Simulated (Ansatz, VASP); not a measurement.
## BaF2 in VASP and in Ansatz

Contents of POSCAR:

```
BaF2
1.0
    0.0000000000      3.0971612439      3.0971612439
    3.0971612439      0.0000000000      3.0971612439
    3.0971612439      3.0971612439      0.0000000000
Ba F
1 2
Direct
    0.0000000000      0.0000000000      0.0000000000
    0.2500000000      0.2500000000      0.2500000000
    0.7500000000      0.7500000000      0.7500000000
```

INCAR.step1

```
PREC = Accurate ; ENCUT = 660
ISMEAR = 0 ; SIGMA = 0.01
LREAL = False ; LASPH = True
NELM = 120 ; NBANDS = 19
GGA = PE ; ALGO = Normal
EDIFF = 1E-5 ; LWAVE = True
LCHARG = False ; GGA_COMPAT = False
```

The input INCAR.step2:

```
PREC = Accurate ; ENCUT = 660
EDIFF = 1E-6 ; ISMEAR = 0
SIGMA = 0.01 ; LREAL = False
LASPH = True ; NELM = 120
ALGO = Normal ; ISIF = 2
LWAVE = False ; LCHARG = False
METAGGA = R2SCAN ; LMIXTAU = True
NBANDS = 19 ; ISTART = 1
GGA_COMPAT = False
```

Contents of KPOINTS:

```
regular mesh
0
Gamma
  8 8 8
```

Input for Ansatz:

```yaml
crystal:
  lattice:
    - [0.0, 3.0971612439, 3.0971612439]
    - [3.0971612439, 0.0, 3.0971612439]
    - [3.0971612439, 3.0971612439, 0.0]
  atoms:
    - { symbol: Ba, position: [0.0, 0.0, 0.0] }
    - { symbol: F, position: [0.25, 0.25, 0.25] }
    - { symbol: F, position: [0.75, 0.75, 0.75] }
kpoints:
  mp_grid: { grid: [8, 8, 8] }
  band_path:
    path:
      - [0.0, 0.0, 0.0]
      - [0.5, 0.0, 0.5]
      - [0.625, 0.25, 0.625]
      - [0.375, 0.375, 0.75]
      - [0.5, 0.5, 0.5]
      - [0.5, 0.25, 0.75]
      - [0.0, 0.229167, -0.229167]
    npoints: 1
hamiltonian:
  xc: r2scan
scf:
  occupations: { method: fixed }
  n_extra_bands: 4
output:
  forces: true
  stress: true
  eigenvalues: true
```

Alike in both runs: task single point; functional r2SCAN; k mesh 8 × 8 × 8; no spin polarisation.

|  | VASP | Ansatz |
| --- | --- | --- |
| version | VASP 6.6.1 | Ansatz 0.2.0 |
| potentials or method | VASP PAW PBE potentials, release 64 (Ba_sv, F) | plane waves, PAW |
| plane-wave cutoff (eV) | 660 | 500 |
| occupations | gaussian, width 0.01 eV | fixed |
| valence electrons in the cell | 24 | 24 |

VASP gave:

```
gap on the k mesh at the Fermi level (eV) : 7.34
pressure (GPa)                            : 0.9
```

Question: What did Ansatz give for the same quantities?

Answer: gap on the k mesh at the Fermi level (eV): 7.41; pressure (GPa): 0.0.

VASP's potentials were made for PBE, not for r2SCAN.

Spin-orbit coupling is off throughout.
